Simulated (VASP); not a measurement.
# ZnO (P6_3/mmc) in VASP: notebook, part 2 of 2

VASP 6.6.1. Earlier steps stand in the parts before.

### Step 4. Single point, PBE+D3(BJ) (strain -0.0750 x Voigt [0, 0, 1, 0, 0, 0])

INCAR reads:

```
ALGO = Normal
EDIFF = 1E-6
ENCUT = 520
GGA = PE
ISIF = 2
ISMEAR = 0
IVDW = 12
LASPH = True
LCHARG = False
LREAL = False
LWAVE = False
NBANDS = 26
NELM = 60
PREC = Accurate
SIGMA = 0.05
```

KPOINTS reads:

```
k-points
0
Gamma
  12 12 6
```

POSCAR reads:

```
ZnO
1.0
    3.2662751495      0.0000000000      0.0000000000
   -1.6331375747      2.8286772553      0.0000000000
    0.0000000000      0.0000000000      5.7061847181
Zn O
2 2
Direct
    0.0000000000      0.0000000000      0.7500000000
    0.0000000000      0.0000000000      0.2500000000
    0.3333333333      0.6666666667      0.2500000000
    0.6666666667      0.3333333333      0.7500000000
```

Potentials or basis: VASP PAW PBE potentials, release 64 (Zn, O).

Launch:

```
cat potpaw_PBE.64/Zn/POTCAR potpaw_PBE.64/O/POTCAR > POTCAR
mpirun -np 1 vasp_std > vasp.out
```

OUTCAR:

```text
EDIFF = 1E-6
   ENCUT = 520
   GGA = PE
   ISIF = 2
   ISMEAR = 0
   IVDW = 12
   LASPH = True
   LREAL = False
   NELM = 60
   PREC = Accurate
 IVDW          = 12

 ion  position               nearest neighbor table
   1  0.000  0.000  0.750-   4 1.89   4 1.89   4 1.89   2 2.85   2 2.85
   2  0.000  0.000  0.250-   3 1.89   3 1.89   3 1.89   1 2.85   1 2.85
   3  0.333  0.667  0.250-   2 1.89   2 1.89   2 1.89
   4  0.667  0.333  0.750-   1 1.89   1 1.89   1 1.89

  LATTYP: Found a hexagonal cell.
[... 899 lines left out ...]

  FORCE on cell =-STRESS in cart. coord.  units (eV):
  Direction    XX          YY          ZZ          XY          YZ          ZX
  --------------------------------------------------------------------------------------
  -------------------------------------------------------------------------------------
  Total       0.65194     0.65194     0.96386     0.00000    -0.00000     0.00000
  in kB      19.81242    19.81242    29.29169     0.00000    -0.00000     0.00000
  external pressure =       22.97 kB  Pullay stress =        0.00 kB

 VOLUME and BASIS-vectors are now :
 -----------------------------------------------------------------------------
  energy-cutoff  :      520.00
  volume of cell :       52.72
      direct lattice vectors                 reciprocal lattice vectors
     3.266275150  0.000000000  0.000000000     0.306159143  0.176761064  0.000000000
    -1.633137575  2.828677255  0.000000000     0.000000000  0.353522127  0.000000000
     0.000000000  0.000000000  5.706184718     0.000000000  0.000000000  0.175248445

 POSITION                                       TOTAL-FORCE (eV/Angst)
 -----------------------------------------------------------------------------------
      0.00000      0.00000      4.27964         0.000000     -0.000000     -0.000000
      0.00000      0.00000      1.42655        -0.000000      0.000000      0.000000
     -0.00000      1.88578      1.42655         0.000000      0.000000      0.000000
      1.63314      0.94289      4.27964        -0.000000      0.000000     -0.000000
 -----------------------------------------------------------------------------------
    total drift:                               -0.000000      0.000000      0.000000

  FREE ENERGIE OF THE ION-ELECTRON SYSTEM (eV)
  ---------------------------------------------------
  free  energy   TOTEN  =       -17.6138830638 eV

  energy  without entropy=      -17.6138830637  energy(sigma->0) =      -17.61388306
```

OSZICAR:

```text
N       E                     dE             d eps       ncg     rms          rms(c)
DAV:   1     0.288762561330E+03    0.28876E+03   -0.18138E+04  4016   0.194E+03
DAV:   2     0.108186951759E+02   -0.27794E+03   -0.25934E+03  4218   0.397E+02
DAV:   3    -0.200505028633E+02   -0.30869E+02   -0.30506E+02  4356   0.136E+02
DAV:   4    -0.206471780533E+02   -0.59668E+00   -0.59549E+00  4410   0.196E+01
DAV:   5    -0.206502210540E+02   -0.30430E-02   -0.30428E-02  4334   0.142E+00    0.160E+01
DAV:   6    -0.166406228106E+02    0.40096E+01   -0.87028E+00  6810   0.757E+01    0.967E+00
DAV:   7    -0.168582787407E+02   -0.21766E+00   -0.34717E+00  4134   0.186E+01    0.576E+00
DAV:   8    -0.168539845411E+02    0.42942E-02   -0.70368E-01  4810   0.688E+00    0.192E+00
DAV:   9    -0.167967993478E+02    0.57185E-01   -0.12330E-01  5736   0.559E+00    0.427E-01
DAV:  10    -0.167979160133E+02   -0.11167E-02   -0.35467E-02  4022   0.134E+00    0.979E-02
DAV:  11    -0.167981683528E+02   -0.25234E-03   -0.48618E-04  4176   0.261E-01    0.246E-02
DAV:  12    -0.167981962506E+02   -0.27898E-04   -0.11733E-04  4246   0.242E-01    0.141E-02
DAV:  13    -0.167982012941E+02   -0.50435E-05   -0.13658E-05  5296   0.750E-02    0.178E-02
DAV:  14    -0.167981985435E+02    0.27506E-05   -0.14559E-05  4548   0.354E-02    0.191E-03
DAV:  15    -0.167981984319E+02    0.11166E-06   -0.14445E-06  3048   0.120E-02
   1 F= -.17613883E+02 E0= -.17613883E+02  d E =-.193844E-10
```

stdout:

```text
POSCAR found type information on POSCAR ZnO
 POSCAR found :  2 types and       4 ions
 scaLAPACK will be used
 LDA part: xc-table for (Slater+PW92), standard interpolation
 POSCAR, INCAR and KPOINTS ok, starting setup
 FFT: planning ... GRIDC
 FFT: planning ... GRID_SOFT
 FFT: planning ... GRID
 WAVECAR not read
 entering main loop
```

Wall time 42 s (1 thread of Intel Xeon 6975P-C (Granite Rapids), shared host); peak memory 0.22 GiB.

Results:

* Free energy: -17.6139 eV
* Pressure: 2.3 GPa
* Band gap on the k mesh: 0.68 eV
* Dispersion energy per atom: -0.204 eV

Stress tensor (GPa, compression positive):
```
1.98 0.00 0.00
0.00 1.98 0.00
0.00 0.00 2.93
```

Levels at points of the mesh, in eV from the valence-band top:
```
           k point  band 15  band 16  band 17  band 18  band 19  band 20  band 21  band 22
(0.00, 0.00, 0.00)    -0.04    -0.04     0.00     0.00     0.68     4.80     5.96    12.31
(0.50, 0.00, 0.00)    -2.09    -1.70    -1.07    -1.00     4.38     5.40     6.59     9.54
(0.00, 0.00, 0.50)    -0.02    -0.02    -0.02    -0.02     2.52     2.52     9.50     9.50
(0.50, 0.00, 0.50)    -1.89    -1.89    -0.86    -0.86     4.66     4.66     8.54     8.54
```

Caveat: the cell differs from its parent crystal (strain -0.0750 x Voigt [0, 0, 1, 0, 0, 0]). A k mesh can miss the band edges.

### Step 5. Single point, PBE+D3(BJ) (strain -0.0375 x Voigt [0, 0, 1, 0, 0, 0])

INCAR reads:

```
SYSTEM = ZnO
  PREC = Accurate
  ENCUT = 520
  EDIFF = 1E-7
  ISMEAR = 0
  SIGMA = 0.05
  LREAL = .False.
  LASPH = .True.
  NELM = 80
  ALGO = Normal
  ISIF = 2
  LWAVE = .False.
  LCHARG = .True.
  GGA = PE
  IVDW = 12
  LELF = .True.
  LVHAR = .True.
  NBANDS = 26
```

KPOINTS reads:

```
Automatic mesh
0
Gamma
  12 12 6
  0 0 0
```

POSCAR: that of step 4 with these lines changed.

```diff
@@ -4,3 +4,3 @@
    -1.6331375747      2.8286772553      0.0000000000
-    0.0000000000      0.0000000000      5.7061847181
+    0.0000000000      0.0000000000      5.9375165310
 Zn O
```

Launch:

```
cat potpaw_PBE.64/Zn/POTCAR potpaw_PBE.64/O/POTCAR > POTCAR
mpirun -np 1 vasp_std > vasp.out
```

It took 46 s on 1 thread of Intel Xeon 6975P-C (Granite Rapids), shared host; peak memory 0.24 GiB.

The run converged. Its results:

```
Free energy                : -17.6415 eV
Pressure                   : 1.5 GPa
Band gap on the k mesh     : 0.69 eV
Dispersion energy per atom : -0.195 eV
```

Stress tensor (GPa, compression positive):
```
1.65 0.00 0.00
0.00 1.65 0.00
0.00 0.00 1.07
```

Levels at points of the mesh, in eV from the valence-band top:
| k point | band 16 | band 17 | band 18 | band 19 | band 20 | band 21 |
| --- | --- | --- | --- | --- | --- | --- |
| (0.00, 0.00, 0.00) | -0.03 | 0.00 | 0.00 | 0.69 | 4.51 | 5.80 |
| (0.50, 0.00, 0.00) | -1.74 | -1.05 | -1.00 | 4.45 | 5.42 | 6.50 |
| (0.00, 0.00, 0.50) | -0.01 | -0.01 | -0.01 | 2.39 | 2.39 | 9.03 |
| (0.50, 0.00, 0.50) | -1.89 | -0.88 | -0.88 | 4.70 | 4.70 | 8.35 |

Caveat: the cell differs from its parent crystal (strain -0.0375 x Voigt [0, 0, 1, 0, 0, 0]).

### Step 6. Summary

```tsv
cell	gap on the mesh (eV)	pressure (GPa)
a = 3.266, b = 3.266, c = 5.244 Å, angles 90.0, 90.0, 120.0°, 4 atoms	0.72	5.4
a = 3.266, b = 3.266, c = 5.475 Å, angles 90.0, 90.0, 120.0°, 4 atoms	0.69	3.5
a = 3.266, b = 3.266, c = 5.706 Å, angles 90.0, 90.0, 120.0°, 4 atoms	0.68	2.3
a = 3.266, b = 3.266, c = 5.938 Å, angles 90.0, 90.0, 120.0°, 4 atoms	0.69	1.5
```

Alike in all rows: task single point; level PBE+D3(BJ); potentials or basis VASP PAW PBE potentials, release 64 (Zn, O); no spin polarisation; k mesh 12 × 12 × 6; cutoff (eV) 520; smearing gaussian 0.05 eV.

Caveats: the cell stands under pressure (at least some runs).

Total energies depend on the potentials used, so only differences within one code and one set of settings carry meaning.
